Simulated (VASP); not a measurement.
Here is a VASP 6.6.1 calculation.

The input POSCAR:

```
Te
1.0
    2.2687058324      1.3098379230      1.7468592613
   -2.2687058324      1.3098379230      1.7468592613
    0.0000000000     -2.6196758460      1.7468592614
Te
1
Direct
    0.5000000000      0.5000000000      0.5000000000
```

Contents of INCAR.step1:

```
  ALGO = Normal
  EDIFF = 1E-4
  ENCUT = 520
  GGA = PE
  ISMEAR = 0
  LASPH = T
  LCHARG = F
  LREAL = F
  LWAVE = T
  NBANDS = 9
  NELM = 80
  PREC = Accurate
  SIGMA = 0.15
```

Contents of INCAR.step2:

```
  ALGO = Normal
  EDIFF = 1E-7
  ENCUT = 520
  ISIF = 2
  ISMEAR = 0
  ISTART = 1
  LASPH = T
  LCHARG = T
  LELF = T
  LMIXTAU = T
  LREAL = F
  LVHAR = T
  LWAVE = F
  METAGGA = R2SCAN
  NBANDS = 9
  NELM = 80
  PREC = Accurate
  SIGMA = 0.15
```

The input KPOINTS:

```
k-points
0
Gamma
  18 18 18
```

Potentials or basis: VASP PAW PBE potentials, release 64 (Te).

Run with:

```sh
$ cat potpaw_PBE.64/Te/POTCAR > POTCAR
$ cp INCAR.step1 INCAR
$ mpirun -np 1 vasp_std > vasp.out
$ cp INCAR.step2 INCAR
$ mpirun -np 1 vasp_std > vasp.out
```

Problem. Predict the band gap on the k mesh.

Solution. Zero (bands 3 and 4 overlap by 5.75 eV).

Problem. Predict the pressure.

Solution. 2.2 GPa.

Caveat: the PAW data sets were made with another functional, which shifts forces and pressure a little; spin-orbit coupling is left out, which moves the levels of the heavy elements.
